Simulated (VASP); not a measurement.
# KNbI2 (P4/mmm) in VASP: single point with PBE

Aim: the single point of KNbI2 with PBE.

Program: VASP 6.6.1. These are calculated values, not measurements. Logs are shortened: lines on timing, memory, paths and dates and some standing lists are left out, and cuts for length are marked.

### Step 1. The cell of the first run

The structure is tetragonal, space group P4/mmm (No. 123). Conventional cell: a = 3.630 Å, b = 3.630 Å, c = 8.461 Å, α = 90.00°, β = 90.00°, γ = 90.00°. Within 4.7 Å of K (site symmetry 4/mmm) lie 8 I at 3.61 Å and 4 K at 3.63 Å and 2 Nb at 4.23 Å. Within 4.3 Å of Nb (site symmetry 4/mmm) lie 8 I at 3.08 Å and 4 Nb at 3.63 Å and 2 K at 4.23 Å. I (site symmetry 4mm) has 4 Nb at 3.08 Å and 5 I at 3.40 to 3.63 Å and 4 K at 3.61 Å within 4.1 Å.

### Step 2. Single point, PBE

The input, INCAR:

```
SYSTEM = KNbI2
  PREC = Accurate
  ENCUT = 520
  EDIFF = 1E-7
  ISMEAR = 0
  SIGMA = 0.1
  LREAL = .FALSE.
  LASPH = .TRUE.
  NELM = 100
  ALGO = Fast
  ISIF = 2
  LWAVE = .FALSE.
  LCHARG = .FALSE.
  GGA = PE
  NBANDS = 26
```

The input, KPOINTS:

```
Automatic mesh
0
G
  12 12 6
  0 0 0
```

The input, POSCAR:

```
KNbI2
1.0
    3.6302607425      0.0000000000      0.0000000000
    0.0000000000      3.6302607425      0.0000000000
    0.0000000000      0.0000000000      8.4609261058
K Nb I
1 1 2
Direct
    0.0000000000      0.0000000000      0.5000000000
    0.0000000000      0.0000000000      0.0000000000
    0.5000000000      0.5000000000      0.2006464075
    0.5000000000      0.5000000000      0.7993535925
```

Potentials or basis: VASP PAW PBE potentials, release 64 (K_sv, Nb_sv, I).

Command:

```bash
> cat potpaw_PBE.64/K_sv/POTCAR potpaw_PBE.64/Nb_sv/POTCAR potpaw_PBE.64/I/POTCAR > POTCAR
> mpirun -np 1 vasp_std > vasp.out
```

OUTCAR:

```text
SYSTEM = KNbI2
   PREC = Accurate
   ENCUT = 520
   EDIFF = 1E-7
   ISMEAR = 0
   LREAL = .FALSE.
   LASPH = .TRUE.
   NELM = 100
   ISIF = 2
   GGA = PE

 ion  position               nearest neighbor table
   1  0.000  0.000  0.500-   3 3.61   4 3.61   3 3.61   4 3.61   3 3.61   4 3.61   3 3.61   4 3.61

   2  0.000  0.000  0.000-   3 3.08   4 3.08   3 3.08   4 3.08   3 3.08   4 3.08   3 3.08   4 3.08

   3  0.500  0.500  0.201-   2 3.08   2 3.08   2 3.08   2 3.08   4 3.40   1 3.61   1 3.61   1 3.61
                             1 3.61
   4  0.500  0.500  0.799-   2 3.08   2 3.08   2 3.08   2 3.08   3 3.40   1 3.61   1 3.61   1 3.61
                             1 3.61

  LATTYP: Found a simple tetragonal cell.
 ALAT       =     3.6302607425
 C/A-ratio  =     2.3306662265

  Lattice vectors:

 A1 = (   3.6302607425,   0.0000000000,   0.0000000000)
 A2 = (   0.0000000000,   3.6302607425,   0.0000000000)
 A3 = (   0.0000000000,   0.0000000000,   8.4609261058)

Analysis of symmetry for initial positions (statically):
=====================================================================
 Subroutine PRICEL returns:
 Original cell was already a primitive cell.

 Routine SETGRP: Setting up the symmetry group for a
 simple tetragonal supercell.

 Subroutine GETGRP returns: Found 16 space group operations
 (whereof 16 operations were pure point group operations)
 out of a pool of 16 trial point group operations.

The static configuration has the point symmetry D_4h.

Analysis of symmetry for dynamics (positions and initial velocities):
=====================================================================
 Subroutine PRICEL returns:
 Original cell was already a primitive cell.

 Routine SETGRP: Setting up the symmetry group for a
 simple tetragonal supercell.

 Subroutine GETGRP returns: Found 16 space group operations
 (whereof 16 operations were pure point group operations)
 out of a pool of 16 trial point group operations.

The dynamic configuration has the point symmetry D_4h.

 Subroutine INISYM returns: Found 16 space group operations
 (whereof 16 operations are pure point group operations),
 and found     1 'primitive' translations

----------------------------------------------------------------------------------------

                                     Primitive cell

  volume of cell :     111.5048

  direct lattice vectors                    reciprocal lattice vectors
     3.630260742  0.000000000  0.000000000     0.275462307  0.000000000  0.000000000
     0.000000000  3.630260742  0.000000000     0.000000000  0.275462307  0.000000000
     0.000000000  0.000000000  8.460926106     0.000000000  0.000000000  0.118190372

  length of vectors
     3.630260742  3.630260742  8.460926106     0.275462307  0.275462307  0.118190372

  position of ions in fractional coordinates (direct lattice)
     0.000000000  0.000000000  0.500000000
     0.000000000  0.000000000  0.000000000
     0.500000000  0.500000000  0.200646408
     0.500000000  0.500000000  0.799353592

  ion indices of the primitive-cell ions
   primitive index   ion index
                 1           1
                 2           2
                 3           3
                 4           4

----------------------------------------------------------------------------------------

 KPOINTS: Automatic mesh

Automatic generation of k-mesh.
 Grid dimensions read from file:
 generate k-points for:   12   12    6

 Generating k-lattice:

  Cartesian coordinates                     Fractional coordinates (reciprocal lattice)
     0.022955192  0.000000000  0.000000000     0.083333333  0.000000000  0.000000000
     0.000000000  0.022955192  0.000000000     0.000000000  0.083333333  0.000000000
     0.000000000  0.000000000  0.019698395     0.000000000  0.000000000  0.166666667

  Length of vectors
     0.022955192  0.022955192  0.019698395

  Shift w.r.t. Gamma in fractional coordinates (k-lattice)
     0.000000000  0.000000000  0.000000000

 Subroutine IBZKPT returns following result:
 ===========================================

 Found    112 irreducible k-points:

 Following reciprocal coordinates:
            Coordinates               Weight
  0.000000  0.000000  0.000000      1.000000
  0.083333  0.000000  0.000000      4.000000
  0.166667  0.000000  0.000000      4.000000
  0.250000  0.000000  0.000000      4.000000
  0.333333  0.000000  0.000000      4.000000
  0.416667  0.000000  0.000000      4.000000
[... 16 lines left out ...]
  0.333333  0.333333  0.000000      4.000000
  0.416667  0.333333  0.000000      8.000000
 [... further k-points ...]
   k-points           NKPTS =    112   k-points in BZ     NKDIM =    112   number of bands    NBANDS=     26
   number of dos      NEDOS =    301   number of ions     NIONS =      4
   total plane-waves  NPLWV =  50176
   dimension x,y,z NGX =    28 NGY =   28 NGZ =   64
   dimension x,y,z NGXF=    56 NGYF=   56 NGZF=  128
   ions per type =               1   1   2
   NGX,Y,Z   is equivalent  to a cutoff of  12.82, 12.82, 12.58 a.u.
   NGXF,Y,Z  is equivalent  to a cutoff of  25.64, 25.64, 25.15 a.u.
 SYSTEM =  KNbI2
   PREC   = accura    normal or accurate (medium, high low for compatibility)
   ISTART =      0    job   : 0-new  1-cont  2-samecut
   ICHARG =      2    charge: 1-file 2-atom 10-const
   ISPIN  =      1    spin polarized calculation?
   LNONCOLLINEAR =      F non collinear calculations
   LSORBIT =      F    spin-orbit coupling
   LASPH  =      T    aspherical Exc in radial PAW
   ENCUT  =  520.0 eV  38.22 Ry    6.18 a.u.   6.75  6.75 15.73*2*pi/ulx,y,z
   NELM   =    100;   NELMIN=  2; NELMDL= -5     # of ELM steps
   EDIFF  = 0.1E-06   stopping-criterion for ELM
   LREAL  =      F    real-space projection
   EDIFFG = 0.1E-05   stopping-criterion for IOM
   NSW    =      0    number of steps for IOM
   IBRION =     -1    ionic relax: 0-MD 1-quasi-New 2-CG
   NFREE  =      0    steps in history (QN), initial steepest desc. (CG)
   ISIF   =      2    stress and relaxation
   ISYM   =      2    0-nonsym 1-usesym 2-fastsym
   POTIM  = 0.5000    time-step for ionic-motion
   TEBEG  =    0.0;   TEEND  =   0.0 temperature during run
   PSTRESS=    0.0 pullay stress
   NELECT =      36.0000    total number of electrons
   NUPDOWN=      -1.0000    fix difference up-down
   EMIN   =  10.00;   EMAX   =-10.00  energy-range for DOS
   EFERMI =   0.00;   METHOD = LEGACY
   ISMEAR =     0;   SIGMA  =   0.10  broadening in eV -4-tet -1-fermi 0-gaus
   EFERMI_NEDOS =   21; number of points for ismear=-14 and -15
   IALGO  =     68    algorithm
   IMIX   =      4    mixing-type and parameters
     AMIX     =   0.40;   BMIX     =  1.00
     AMIX_MAG =   1.60;   BMIX_MAG =  1.00
  volume/ion in A,a.u.               =      27.88       188.12
  Fermi-wavevector in a.u.,A,eV,Ry     =   1.123081  2.122316 17.161183  1.261311
  Thomas-Fermi vector in A             =   2.259745
   LORBIT       =      0    0 simple, 1 ext, 2 COOP (PROOUT), +10 PAW based schemes
   GGA     = PE    functional components
   LHFCALC =     F    Hartree Fock is set to
   AEXX    =    0.0000 exact exchange contribution
   IVDW    =     0    specifies the selected vdW correction
   LEPSILON=     F    determine dielectric tensor
   LRPA    =     F    only Hartree local field effects (RPA)
 non-spin polarized calculation
 RMM-DIIS sequential band-by-band and
 Gauss-broadening in eV      SIGMA  =   0.10
  energy-cutoff  :      520.00
  volume of cell :      111.50
 maximum number of plane-waves:      3068
 NGX is ok and might be reduce to    28
   NGX = 13   NGY = 13   NGZ = 31

 number of electron      35.9999999 magnetization

 Free energy of the ion-electron system (eV)
  ---------------------------------------------------
  ext. energy  EPLUGINS =         0.00000000
  ---------------------------------------------------
  free energy    TOTEN  =       -14.12854539 eV

  energy without entropy =      -14.10191544  energy(sigma->0) =      -14.11523042

 E-fermi :   7.9254     XC(G=0):  -9.6510

 val. band max:        7.9213512834   @ k =   0.3333   0.1667   0.1667
 cond. band min:       7.9272816871   @ k =   0.4167   0.3333   0.1667
 fundamental gap:      0.0059304037
 Fermi energy:         7.9254048322

 k-point     1 :       0.0000    0.0000    0.0000
  band No.  band energies     occupation
      1     -47.8743      2.00000
      2     -24.7944      2.00000
      3     -23.9809      2.00000
      4     -23.9809      2.00000
      5     -23.8656      2.00000
      6      -8.4497      2.00000
[... 18 lines left out ...]
     25      10.8676      0.00000
     26      11.5620      0.00000

 k-point     2 :       0.0833    0.0000    0.0000
  band No.  band energies     occupation
      1     -47.8739      2.00000
      2     -24.7921      2.00000
      3     -23.9880      2.00000
      4     -23.9803      2.00000
      5     -23.8647      2.00000
      6      -8.4327      2.00000
[... 18 lines left out ...]
     25      11.2094      0.00000
     26      11.9342      0.00000

 k-point     3 :       0.1667    0.0000    0.0000
  band No.  band energies     occupation
      1     -47.8729      2.00000
      2     -24.7856      2.00000
      3     -24.0073      2.00000
      4     -23.9785      2.00000
      5     -23.8620      2.00000
      6      -8.3862      2.00000
[... 18 lines left out ...]
     25      11.5686      0.00000
     26      12.1024      0.00000

 k-point     4 :       0.2500    0.0000    0.0000
  band No.  band energies     occupation
      1     -47.8715      2.00000
      2     -24.7767      2.00000
      3     -24.0334      2.00000
      4     -23.9761      2.00000
      5     -23.8584      2.00000
      6      -8.4425      2.00000
[... 18 lines left out ...]
     25      11.8197      0.00000
     26      11.9120      0.00000
[... 496 lines left out ...]
      1     -47.8661      2.00000
      2     -24.7419      2.00000
      3     -24.0765      2.00000
      4     -24.0197      2.00000
      5     -23.8452      2.00000
      6      -8.5755      2.00000
[... 18 lines left out ...]
     25      10.8699      0.00000
     26      12.1138      0.00000

 k-point    23 :       0.3333    0.3333    0.0000
  band No.  band energies     occupation
      1     -47.8661      2.00000
      2     -24.7420      2.00000
      3     -24.0493      2.00000
      4     -24.0461      2.00000
      5     -23.8454      2.00000
      6      -8.4669      2.00000
[... 18 lines left out ...]
     25      11.1446      0.00000
     26      11.2208      0.00000

 k-point    24 :       0.4167    0.3333    0.0000
  band No.  band energies     occupation
      1     -47.8652      2.00000
      2     -24.7357      2.00000
      3     -24.0656      2.00000
      4     -24.0448      2.00000
      5     -23.8432      2.00000
      6      -8.5167      2.00000
[... 18 lines left out ...]
     25      10.7008      0.00000
     26      11.5071      0.00000

 [... further k-points ...]

------------------------ aborting loop because EDIFF is reached ----------------------------------------

  FORCE on cell =-STRESS in cart. coord.  units (eV):
  Direction    XX          YY          ZZ          XY          YZ          ZX
  --------------------------------------------------------------------------------------
  -------------------------------------------------------------------------------------
  Total       -0.0399201     -0.0399201      0.0018340      0.0000000     -0.0000000      0.0000000
  in kB       -0.5735993     -0.5735993      0.0263523      0.0000000     -0.0000000      0.0000000
  external PRESSURE =      -0.3736154 kB  Pullay stress =       0.0000000 kB

 VOLUME and BASIS-vectors are now :
 -----------------------------------------------------------------------------
  energy-cutoff  :      520.00
  volume of cell :      111.50
      direct lattice vectors                 reciprocal lattice vectors
     3.630260742  0.000000000  0.000000000     0.275462307  0.000000000  0.000000000
     0.000000000  3.630260742  0.000000000     0.000000000  0.275462307  0.000000000
     0.000000000  0.000000000  8.460926106     0.000000000  0.000000000  0.118190372

 POSITION                                       TOTAL-FORCE (eV/Angst)
 -----------------------------------------------------------------------------------
      0.00000      0.00000      4.23046         0.000000      0.000000      0.000000
      0.00000      0.00000      0.00000         0.000000      0.000000      0.000000
      1.81513      1.81513      1.69765        -0.000000     -0.000000     -0.019003
      1.81513      1.81513      6.76327         0.000000     -0.000000      0.019003
 -----------------------------------------------------------------------------------
    total drift:                               -0.000000      0.000000     -0.000000

  FREE ENERGIE OF THE ION-ELECTRON SYSTEM (eV)
  ---------------------------------------------------
  free  energy   TOTEN  =       -14.1285453875 eV

  energy  without entropy=      -14.1019154441  energy(sigma->0) =      -14.11523042
```

Run time: 13 min. Hardware: 1 thread of Intel Xeon Platinum 8488C (Sapphire Rapids), shared host; peak memory 0.46 GiB.

Results:

```
Free energy            : -14.1285 eV
Pressure               : 0.0 GPa
Largest force          : 0.019 eV/Å
Band gap on the k mesh : zero (bands 18 and 19 overlap by 0.79 eV)
```

Forces in eV/Å, atoms in the order of the input:
```
K    0.000  0.000  0.000
Nb   0.000  0.000  0.000
I    0.000  0.000 -0.019
I    0.000  0.000  0.019
```

Caveat: spin-orbit coupling is left out, which moves the levels of the heavy elements.
